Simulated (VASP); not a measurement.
# WSe2 (C2) in VASP: a series of runs

WSe2 is run at these levels: PBE+D3(BJ); tasks: single point.

Program: VASP 6.6.1. These are calculated values, not measurements. Logs are shortened: lines on timing, memory, paths and dates and some standing lists are left out, and cuts for length are marked.

### 1 The cell of the first run

Symmetry: C2, No. 5, monoclinic system. Conventional cell: a = 3.279 Å, b = 5.679 Å, c = 14.035 Å, α = 90.00°, β = 93.35°, γ = 90.00°. W (site symmetry 1) has 6 Se at 2.53 Å and 6 W at 3.28 Å within 3.3 Å. Se (site symmetry 1) has 3 W at 2.53 Å and 6 Se at 3.28 Å within 3.3 Å. Se (site symmetry 1) has 3 W at 2.53 Å and 6 Se at 3.28 Å within 3.3 Å.

### 2 Single point, PBE+D3(BJ)

File INCAR:

```
SYSTEM = WSe2
PREC     = Accurate       ! precision mode
ENCUT    = 520            ! plane-wave cutoff, eV
EDIFF    = 1E-6           ! SCF threshold, eV
ISMEAR   = 0              ! smearing method
SIGMA    = 0.05           ! smearing width, eV
LREAL    = .False.        ! projectors in reciprocal space
LASPH    = .True.         ! aspherical terms in the spheres
NELM     = 60             ! most SCF steps
ALGO     = Normal         ! electronic algorithm
ISIF     = 2              ! what is computed and relaxed
LWAVE    = .False.        ! write WAVECAR
LCHARG   = .False.        ! write CHGCAR
GGA      = PE             ! functional
IVDW     = 12             ! dispersion correction
NBANDS   = 35             ! bands
```

File KPOINTS:

```
Automatic mesh
0
Gamma
  9 9 2
  0 0 0
```

File POSCAR:

```
WSe2
1.0
   -3.2789854852      0.0000000000      0.0000000000
   -1.6394927426     -2.8396847288      0.0000000000
   -0.4098731856     -0.7099211822     14.0112373504
W Se
2 4
Direct
    0.0000000000     -0.1875000000      0.7500000000
    0.0000000000     -0.0625000000      0.2500000000
    0.3333333333      0.1157642268      0.8702764262
    0.3333333333      0.2407642268      0.3702764262
    0.3333333333      0.3009024399      0.1297235738
    0.3333333333      0.1759024399      0.6297235738
```

Potentials or basis: VASP PAW PBE potentials, release 64 (W_sv, Se).

On the command line:

```bash
> cat potpaw_PBE.64/W_sv/POTCAR potpaw_PBE.64/Se/POTCAR > POTCAR
> mpirun -np 1 vasp_std > vasp.out
```

OUTCAR:

```text
SYSTEM = WSe2
   PREC = Accurate
   ENCUT = 520
   EDIFF = 1E-6
   ISMEAR = 0
   LREAL = .False.
   LASPH = .True.
   NELM = 60
   ISIF = 2
   GGA = PE
   IVDW = 12
 IVDW          = 12

 ion  position               nearest neighbor table
   1  0.000  0.812  0.750-   3 2.53   6 2.53   3 2.53   6 2.53   6 2.53   3 2.53
   2  0.000  0.938  0.250-   4 2.53   5 2.53   4 2.53   5 2.53   5 2.53   4 2.53
   3  0.333  0.116  0.870-   1 2.53   1 2.53   1 2.53
   4  0.333  0.241  0.370-   2 2.53   2 2.53   2 2.53
   5  0.333  0.301  0.130-   2 2.53   2 2.53   2 2.53
   6  0.333  0.176  0.630-   1 2.53   1 2.53   1 2.53

  LATTYP: Found a base centered monoclinic cell.
 ALAT       =     3.2789854852
 B/A-ratio  =     1.7320508076
 C/A-ratio  =     4.2803474161
 COS(beta)  =    -0.0584064740

  Lattice vectors:

 A1 = (   3.2789854852,   0.0000000000,   0.0000000000)
 A2 = (  -1.6394927426,   2.8396847288,   0.0000000000)
 A3 = (  -0.4098731856,  -0.7099211822,  14.0112373504)

Analysis of symmetry for initial positions (statically):
=====================================================================
 Subroutine PRICEL returns:
 Original cell was already a primitive cell.

 Routine SETGRP: Setting up the symmetry group for a
 base centered monoclinic supercell.

 Subroutine GETGRP returns: Found  2 space group operations
 (whereof  1 operations were pure point group operations)
 out of a pool of  4 trial point group operations.

The static configuration has the point symmetry C_1 .
 The point group associated with its full space group is C_2 .

Analysis of symmetry for dynamics (positions and initial velocities):
=====================================================================
 Subroutine PRICEL returns:
 Original cell was already a primitive cell.

 Routine SETGRP: Setting up the symmetry group for a
 base centered monoclinic supercell.

 Subroutine GETGRP returns: Found  2 space group operations
 (whereof  1 operations were pure point group operations)
 out of a pool of  4 trial point group operations.

The dynamic configuration has the point symmetry C_1 .
 The point group associated with its full space group is C_2 .

 Subroutine INISYM returns: Found  2 space group operations
 (whereof  1 operations are pure point group operations),
 and found     1 'primitive' translations

----------------------------------------------------------------------------------------

                                     Primitive cell

  volume of cell :     130.4626

  direct lattice vectors                    reciprocal lattice vectors
    -3.278985485  0.000000000  0.000000000    -0.304972378  0.176075884  0.000000000
    -1.639492743 -2.839684729  0.000000000     0.000000000 -0.352151769 -0.017842821
    -0.409873186 -0.709921182 14.011237350     0.000000000  0.000000000  0.071371284

  length of vectors
     3.278985485  3.278985485 14.035197049     0.352151769  0.352603509  0.071371284

  position of ions in fractional coordinates (direct lattice)
     0.000000000  0.812500000  0.750000000
     0.000000000  0.937500000  0.250000000
     0.333333333  0.115764227  0.870276426
     0.333333333  0.240764227  0.370276426
     0.333333333  0.300902440  0.129723574
     0.333333333  0.175902440  0.629723574

  ion indices of the primitive-cell ions
   primitive index   ion index
                 1           1
                 2           2
                 3           3
                 4           4
                 5           5
                 6           6

----------------------------------------------------------------------------------------

 KPOINTS: Automatic mesh

Automatic generation of k-mesh.
 Grid dimensions read from file:
 generate k-points for:    9    9    2

 Generating k-lattice:

  Cartesian coordinates                     Fractional coordinates (reciprocal lattice)
    -0.033885820  0.019563987  0.000000000     0.111111111  0.000000000  0.000000000
     0.000000000 -0.039127974 -0.001982536     0.000000000  0.111111111 -0.000000000
     0.000000000  0.000000000  0.035685642     0.000000000  0.000000000  0.500000000

  Length of vectors
     0.039127974  0.039178168  0.035685642

  Shift w.r.t. Gamma in fractional coordinates (k-lattice)
     0.000000000  0.000000000  0.000000000

 Subroutine IBZKPT returns following result:
 ===========================================

 Found     50 irreducible k-points:

 Following reciprocal coordinates:
            Coordinates               Weight
  0.000000  0.000000  0.000000      1.000000
  0.111111  0.000000 -0.000000      2.000000
  0.222222  0.000000  0.000000      2.000000
  0.333333  0.000000  0.000000      2.000000
  0.444444  0.000000  0.000000      2.000000
  0.000000  0.111111  0.000000      4.000000
[... 16 lines left out ...]
  0.222222  0.444444  0.000000      2.000000
 -0.444444  0.444444  0.000000      4.000000
 [... further k-points ...]
   k-points           NKPTS =     50   k-points in BZ     NKDIM =     50   number of bands    NBANDS=     35
   number of dos      NEDOS =    301   number of ions     NIONS =      6
   total plane-waves  NPLWV =  62208
   dimension x,y,z NGX =    24 NGY =   24 NGZ =  108
   dimension x,y,z NGXF=    48 NGYF=   48 NGZF=  216
   ions per type =               2   4
   NGX,Y,Z   is equivalent  to a cutoff of  12.17, 12.17, 12.79 a.u.
   NGXF,Y,Z  is equivalent  to a cutoff of  24.34, 24.34, 25.59 a.u.
 SYSTEM =  WSe2
   PREC   = accura    normal or accurate (medium, high low for compatibility)
   ISTART =      0    job   : 0-new  1-cont  2-samecut
   ICHARG =      2    charge: 1-file 2-atom 10-const
   ISPIN  =      1    spin polarized calculation?
   LNONCOLLINEAR =      F non collinear calculations
   LSORBIT =      F    spin-orbit coupling
   LASPH  =      T    aspherical Exc in radial PAW
   ENCUT  =  520.0 eV  38.22 Ry    6.18 a.u.   6.10  6.10 26.10*2*pi/ulx,y,z
   NELM   =     60;   NELMIN=  2; NELMDL= -5     # of ELM steps
   EDIFF  = 0.1E-05   stopping-criterion for ELM
   LREAL  =      F    real-space projection
   EDIFFG = 0.1E-04   stopping-criterion for IOM
   NSW    =      0    number of steps for IOM
   IBRION =     -1    ionic relax: 0-MD 1-quasi-New 2-CG
   NFREE  =      0    steps in history (QN), initial steepest desc. (CG)
   ISIF   =      2    stress and relaxation
   ISYM   =      2    0-nonsym 1-usesym 2-fastsym
   POTIM  = 0.5000    time-step for ionic-motion
   TEBEG  =    0.0;   TEEND  =   0.0 temperature during run
   PSTRESS=    0.0 pullay stress
   NELECT =      52.0000    total number of electrons
   NUPDOWN=      -1.0000    fix difference up-down
   EMIN   =  10.00;   EMAX   =-10.00  energy-range for DOS
   EFERMI =   0.00;   METHOD = LEGACY
   ISMEAR =     0;   SIGMA  =   0.05  broadening in eV -4-tet -1-fermi 0-gaus
   EFERMI_NEDOS =   21; number of points for ismear=-14 and -15
   IALGO  =     38    algorithm
   IMIX   =      4    mixing-type and parameters
     AMIX     =   0.40;   BMIX     =  1.00
     AMIX_MAG =   1.60;   BMIX_MAG =  1.00
  volume/ion in A,a.u.               =      21.74       146.73
  Fermi-wavevector in a.u.,A,eV,Ry     =   1.204797  2.276736 19.749347  1.451536
  Thomas-Fermi vector in A             =   2.340512
   LORBIT       =      0    0 simple, 1 ext, 2 COOP (PROOUT), +10 PAW based schemes
   GGA     = PE    functional components
   LHFCALC =     F    Hartree Fock is set to
   AEXX    =    0.0000 exact exchange contribution
   IVDW    =    12    specifies the selected vdW correction
   LEPSILON=     F    determine dielectric tensor
   LRPA    =     F    only Hartree local field effects (RPA)
 non-spin polarized calculation
 Gauss-broadening in eV      SIGMA  =   0.05
  energy-cutoff  :      520.00
  volume of cell :      130.46
 maximum number of plane-waves:      3551
   NGX = 13   NGY = 13   NGZ = 53

 number of electron      52.0000009 magnetization

 Free energy of the ion-electron system (eV)
  ---------------------------------------------------
  ext. energy  EPLUGINS =         0.00000000
  ---------------------------------------------------
  free energy    TOTEN  =       -43.13209997 eV

  energy without entropy =      -43.13209997  energy(sigma->0) =      -43.13209997

 E-fermi :   5.6672     XC(G=0): -10.2318

 val. band max:        5.2865294887   @ k =   0.0000   0.0000   0.0000
 cond. band min:       6.6390449086   @ k =   0.3333   0.1111   0.0000
 fundamental gap:      1.3525154199
 Fermi energy:         5.6671764101

 k-point     1 :       0.0000    0.0000    0.0000
  band No.  band energies     occupation
      1     -68.7943      2.00000
      2     -68.7942      2.00000
      3     -33.0475      2.00000
      4     -33.0475      2.00000
      5     -32.9046      2.00000
      6     -32.9046      2.00000
[... 27 lines left out ...]
     34       8.4439      0.00000
     35       9.9057      0.00000

 k-point     2 :       0.1111    0.0000   -0.0000
  band No.  band energies     occupation
      1     -68.7930      2.00000
      2     -68.7930      2.00000
      3     -33.0421      2.00000
      4     -33.0421      2.00000
      5     -32.9327      2.00000
      6     -32.9327      2.00000
[... 27 lines left out ...]
     34       8.5684      0.00000
     35      10.7933      0.00000

 k-point     3 :       0.2222    0.0000    0.0000
  band No.  band energies     occupation
      1     -68.7898      2.00000
      2     -68.7898      2.00000
      3     -33.0284      2.00000
      4     -33.0284      2.00000
      5     -33.0040      2.00000
      6     -33.0040      2.00000
[... 27 lines left out ...]
     34       9.1304      0.00000
     35      11.4194      0.00000

 k-point     4 :       0.3333    0.0000    0.0000
  band No.  band energies     occupation
      1     -68.7862      2.00000
      2     -68.7862      2.00000
      3     -33.0839      2.00000
      4     -33.0839      2.00000
      5     -33.0128      2.00000
      6     -33.0128      2.00000
[... 27 lines left out ...]
     34       9.5283      0.00000
     35      10.9061      0.00000

 k-point     5 :       0.4444    0.0000    0.0000
  band No.  band energies     occupation
      1     -68.7838      2.00000
      2     -68.7838      2.00000
      3     -33.1355      2.00000
      4     -33.1355      2.00000
      5     -33.0026      2.00000
      6     -33.0026      2.00000
[... 638 lines left out ...]
 k-point    22 :       0.1111    0.4444    0.0000
  band No.  band energies     occupation
      1     -68.7844      2.00000
      2     -68.7844      2.00000
      3     -33.1103      2.00000
      4     -33.1100      2.00000
      5     -33.0050      2.00000
      6     -33.0050      2.00000
[... 27 lines left out ...]
     34       9.8026      0.00000
     35      10.5513      0.00000

 k-point    23 :       0.2222    0.4444    0.0000
  band No.  band energies     occupation
      1     -68.7846      2.00000
      2     -68.7846      2.00000
      3     -33.0886      2.00000
      4     -33.0886      2.00000
      5     -33.0060      2.00000
      6     -33.0060      2.00000
[... 27 lines left out ...]
     34      10.0669      0.00000
     35      11.3680      0.00000

 k-point    24 :      -0.4444    0.4444    0.0000
  band No.  band energies     occupation
      1     -68.7832      2.00000
      2     -68.7832      2.00000
      3     -33.1339      2.00000
      4     -33.1335      2.00000
      5     -32.9999      2.00000
      6     -32.9999      2.00000
[... 27 lines left out ...]
     34       9.4758      0.00000
     35       9.7524      0.00000

 [... further k-points ...]

------------------------ aborting loop because EDIFF is reached ----------------------------------------

 Edisp (eV)   -2.59259

 E8    (eV) :    -1.1562

  FORCE on cell =-STRESS in cart. coord.  units (eV):
  Direction    XX          YY          ZZ          XY          YZ          ZX
  --------------------------------------------------------------------------------------
  -------------------------------------------------------------------------------------
  Total       0.20504     0.22890     0.01660     0.02066    -0.14871    -0.08586
  in kB       2.51809     2.81107     0.20383     0.25373    -1.82629    -1.05441
  external pressure =        1.84 kB  Pullay stress =        0.00 kB

 VOLUME and BASIS-vectors are now :
 -----------------------------------------------------------------------------
  energy-cutoff  :      520.00
  volume of cell :      130.46
      direct lattice vectors                 reciprocal lattice vectors
    -3.278985485  0.000000000  0.000000000    -0.304972378  0.176075884  0.000000000
    -1.639492743 -2.839684729  0.000000000     0.000000000 -0.352151769 -0.017842821
    -0.409873186 -0.709921182 14.011237350     0.000000000  0.000000000  0.071371284

 POSITION                                       TOTAL-FORCE (eV/Angst)
 -----------------------------------------------------------------------------------
     -1.63949     -2.83968     10.50843         0.004615      0.007272      0.012383
     -1.63949     -2.83968      3.50281        -0.003990     -0.007632     -0.012383
     -1.63949     -0.94656     12.19365         0.015111      0.028251      0.102565
     -1.63949     -0.94656      5.18803         0.000926      0.000246      0.047183
     -1.63949     -0.94656      1.81759        -0.016911     -0.027212     -0.102565
     -1.63949     -0.94656      8.82321         0.000250     -0.000925     -0.047183
 -----------------------------------------------------------------------------------
    total drift:                                0.000255     -0.000148     -0.000000

  FREE ENERGIE OF THE ION-ELECTRON SYSTEM (eV)
  ---------------------------------------------------
  free  energy   TOTEN  =       -45.7246892557 eV

  energy  without entropy=      -45.7246892557  energy(sigma->0) =      -45.72468926
```

Run time: 6.3 min. Hardware: 1 thread of AMD EPYC 7R13, shared host; peak memory 0.33 GiB.

What came out:

- Free energy: -45.7247 eV
- Pressure: 0.2 GPa
- Largest force: 0.107 eV/Å
- Band gap on the k mesh: 1.35 eV, indirect (least direct gap 1.64 eV)
- Dispersion energy per atom: -0.432 eV

Forces on the atoms (eV/Å):
```
W    0.005  0.007  0.012
W   -0.004 -0.008 -0.012
Se   0.015  0.028  0.103
Se   0.001  0.000  0.047
Se  -0.017 -0.027 -0.103
Se   0.000 -0.001 -0.047
```

Stress tensor (GPa, compression positive):
```
 0.25  0.03 -0.11
 0.03  0.28 -0.18
-0.11 -0.18  0.02
```

Caveat: spin-orbit coupling is left out, which moves the levels of the heavy elements. A k mesh can miss the band edges.

### 3 Single point, PBE+D3(BJ)

File INCAR:

```
SYSTEM = WSe2
PREC = Accurate
ENCUT = 520
EDIFF = 1E-6
ISMEAR = 0
SIGMA = 0.05
LREAL = .FALSE.
LASPH = .TRUE.
NELM = 100
ALGO = Normal
ISIF = 2
LWAVE = .FALSE.
LCHARG = .TRUE.
GGA = PE
IVDW = 12
LELF = .TRUE.
LVHAR = .TRUE.
NBANDS = 35
```

File KPOINTS:

```
Automatic mesh
0
G
  9 9 2
  0 0 0
```

File POSCAR:

```
WSe2
1.0
   -3.2789854852      0.0000000000      0.0000000000
   -1.6394927426     -2.8396847288      0.0000000000
   -0.6831219761     -1.1832019703     14.0112373504
W Se
2 4
Direct
    0.0000000000     -0.3125000000      0.7500000000
    0.0000000000     -0.1041666667      0.2500000000
    0.3333333333     -0.0292818443      0.8702764262
    0.3333333333      0.1790514891      0.3702764262
    0.3333333333      0.2792818442      0.1297235738
    0.3333333333      0.0709485109      0.6297235738
```

Potentials or basis: VASP PAW PBE potentials, release 64 (W_sv, Se).

On the command line:

```bash
> cat potpaw_PBE.64/W_sv/POTCAR potpaw_PBE.64/Se/POTCAR > POTCAR
> mpirun -np 1 vasp_std > vasp.out
```

Run time: 6.4 min. Hardware: 1 thread of AMD EPYC 7R13, shared host; peak memory 0.33 GiB.

Results (log left out):

* Free energy: -45.7426 eV
* Pressure: 0.1 GPa
* Largest force: 0.148 eV/Å
* Band gap on the k mesh: 1.37 eV, indirect (least direct gap 1.65 eV)
* Dispersion energy per atom: -0.432 eV

Forces in eV/Å, atoms in the order of the input:
```
W    0.003  0.003  0.022
W   -0.002 -0.004 -0.022
Se   0.006  0.014  0.147
Se   0.001  0.000  0.046
Se  -0.009 -0.012 -0.147
Se   0.001 -0.001 -0.046
```

Stress tensor (GPa, compression positive):
```
 0.24  0.04 -0.05
 0.04  0.29 -0.09
-0.05 -0.09 -0.28
```

Levels at points of the mesh, in eV from the valence-band top:
| k point | band 23 | band 24 | band 25 | band 26 | band 27 | band 28 | band 29 | band 30 |
| --- | --- | --- | --- | --- | --- | --- | --- | --- |
| (0.00, 0.00, 0.00) | -1.20 | -1.20 | -0.87 | 0.00 | 2.93 | 2.94 | 2.95 | 2.99 |
| (0.00, 0.00, 0.50) | -1.20 | -1.19 | -0.28 | -0.24 | 2.92 | 2.94 | 2.97 | 3.00 |

Caveat: spin-orbit coupling is left out, which moves the levels of the heavy elements. Expect the measured gap to be larger: semilocal functionals such as PBE lack the derivative discontinuity.
